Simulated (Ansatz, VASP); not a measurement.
## One calculation of La4HfO, two programs

```xyz
6
Lattice="0.0000 4.1400 4.1400 4.1400 0.0000 4.1400 4.1400 4.1400 0.0000" Properties=species:S:1:pos:R:3 pbc="T T T"
La    5.1777    5.1777    5.1777
La    3.1024    3.1024    5.1777
La    3.1024    5.1777    3.1024
La    5.1777    3.1024    3.1024
Hf    2.0700    2.0700    2.0700
O     0.0000    0.0000    0.0000
```

Change from the starting cell: species swapped into the YbCdCu4 type (F-43m, No. 216).

Alike in both runs: task relaxation of cell and atoms; functional PBE; k mesh 4 × 4 × 4; occupations gaussian, width 0.1 eV; no spin polarisation.

|  | VASP | Ansatz |
| --- | --- | --- |
| version | VASP 6.6.1 | Ansatz 0.2.0 |
| potentials or method | VASP PAW PBE potentials, release 64 (La, Hf_pv, O), cutoff 600 eV | scalar-relativistic, plane waves, PAW |
| valence electrons in the cell | 60 | 76 |

Ansatz gave:

- gap on the k mesh at the Fermi level, each at its own relaxed structure (eV): none
- relaxed volume (Å³/atom): 29.96
- relaxed cell length with the largest relative difference (Å): 6.335

What did VASP give for the same quantities?

gap on the k mesh at the Fermi level, each at its own relaxed structure (eV): none; relaxed volume (Å³/atom): 29.91; relaxed cell length with the largest relative difference (Å): 6.331.

A gap of «none» marks a metal or a gap that the smearing closes. VASP's potentials hold 60 valence electrons a cell and Ansatz's 76, so a difference there can come from the potentials and not from the codes.

Spin-orbit coupling is off throughout. Noted on VASP's run: the volume moved by over 15 % at a fixed basis, so the end points are rough.
